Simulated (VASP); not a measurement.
Write the native input for VASP 6.6.1 that does the following.

- Task: single point
- Functional: r2SCAN
- Potentials or basis: VASP PAW PBE potentials, release 64 (Zn, S)
- Cutoff: 520 eV
- k mesh: 7 × 7 × 2
- Occupations: gaussian, width 0.05 eV
- Spin: no spin polarisation
- Dipole correction: no
- Further INCAR settings: ALGO = Normal; EDIFF = 1e-07; NBANDS = 46

Crystal: ZnS.

```
Zn S
1.0
    -3.80874    0.00000    0.00000
    -1.90437   -3.29846    0.00000
     0.00000    0.00000   12.46647
Zn S
4 4
Direct
  0.00000 0.00000 0.00011
  0.00000 0.00000 0.50011
  0.33333 0.33333 0.25007
  0.66667 0.66667 0.75007
  0.00000 0.00000 0.18724
  0.00000 0.00000 0.68724
  0.33333 0.33333 0.43758
  0.66667 0.66667 0.93758
```

One way to write it, as run:

POSCAR

```
ZnS
1.0
   -3.8087369231      0.0000000000      0.0000000000
   -1.9043684615     -3.2984629317      0.0000000000
    0.0000000000      0.0000000000     12.4664651483
Zn S
4 4
Direct
    1.0000000000      1.0000000000      0.0001143926
    0.0000000000      0.0000000000      0.5001143926
    0.3333333333      0.3333333333      0.2500706171
    0.6666666667      0.6666666667      0.7500706171
    0.0000000000      1.0000000000      0.1872361439
    0.0000000000      0.0000000000      0.6872361439
    0.3333333333      0.3333333333      0.4375788464
    0.6666666667      0.6666666667      0.9375788464
```

INCAR.step1

```
SYSTEM = ZnS
ALGO     = Normal         ! electronic algorithm
EDIFF    = 1E-4           ! SCF threshold, eV
ENCUT    = 520            ! plane-wave cutoff, eV
GGA      = PE             ! functional
ISMEAR   = 0              ! smearing method
LASPH    = .TRUE.         ! aspherical terms in the spheres
LCHARG   = .FALSE.        ! write CHGCAR
LREAL    = .FALSE.        ! projectors in reciprocal space
LWAVE    = .TRUE.         ! write WAVECAR
NBANDS   = 46             ! bands
NELM     = 60             ! most SCF steps
PREC     = Accurate       ! precision mode
SIGMA    = 0.05           ! smearing width, eV
```

INCAR.step2

```
SYSTEM = ZnS
ALGO     = Normal         ! electronic algorithm
EDIFF    = 1E-7           ! SCF threshold, eV
ENCUT    = 520            ! plane-wave cutoff, eV
ISIF     = 2              ! what is computed and relaxed
ISMEAR   = 0              ! smearing method
ISTART   = 1            
LASPH    = .TRUE.         ! aspherical terms in the spheres
LCHARG   = .FALSE.        ! write CHGCAR
LMIXTAU  = .TRUE.       
LREAL    = .FALSE.        ! projectors in reciprocal space
LWAVE    = .FALSE.        ! write WAVECAR
METAGGA  = R2SCAN         ! meta-GGA
NBANDS   = 46             ! bands
NELM     = 60             ! most SCF steps
PREC     = Accurate       ! precision mode
SIGMA    = 0.05           ! smearing width, eV
```

KPOINTS

```
k-points
0
G
  7 7 2
  0 0 0
```

Potentials or basis: VASP PAW PBE potentials, release 64 (Zn, S).

Launch:

```sh
$ cat potpaw_PBE.64/Zn/POTCAR potpaw_PBE.64/S/POTCAR > POTCAR
$ cp INCAR.step1 INCAR
$ mpirun -np 1 vasp_std > vasp.out
$ cp INCAR.step2 INCAR
$ mpirun -np 1 vasp_std > vasp.out
```

Results of the run:

| Item | Value |
| --- | --- |
| Pressure | 0.0 GPa |
| Largest force | 0.009 eV/Å |
| Band gap on the k mesh | 2.75 eV |

Caveat: the PAW data sets were made with another functional, which shifts forces and pressure a little.

Wall time 13 min on 1 thread of AMD EPYC 7571, with other jobs on the host, peak memory 0.29 GiB.
